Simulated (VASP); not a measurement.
The system is Al.

```
CELL_PARAMETERS angstrom
0.00000 1.99020 1.99020
1.99020 0.00000 1.99020
1.99020 1.99020 0.00000
ATOMIC_POSITIONS crystal
Al 0.00000 0.00000 0.00000
```

Base run:

- Program: VASP 6.6.1
- Functional: r2SCAN
- Potentials or basis: VASP PAW PBE potentials, release 64 (Al)
- Cutoff: 520 eV
- k mesh: 10 × 10 × 10
- Occupations: fermi-dirac, width 0.02 eV
- Spin: no spin polarisation

Its results: pressure 0.0 GPa.

The run is repeated on the same cell with these changes: functional from r2SCAN to PBE; further incar settings from ALGO = Normal; EDIFF = 1e-06; NBANDS = 8 to ALGO = Normal; EDIFF = 1e-07; NBANDS = 8. What comes out?

Pressure 3.2 GPa.

Caveats: the PAW data sets were made with another functional, which shifts forces and pressure a little (some runs).
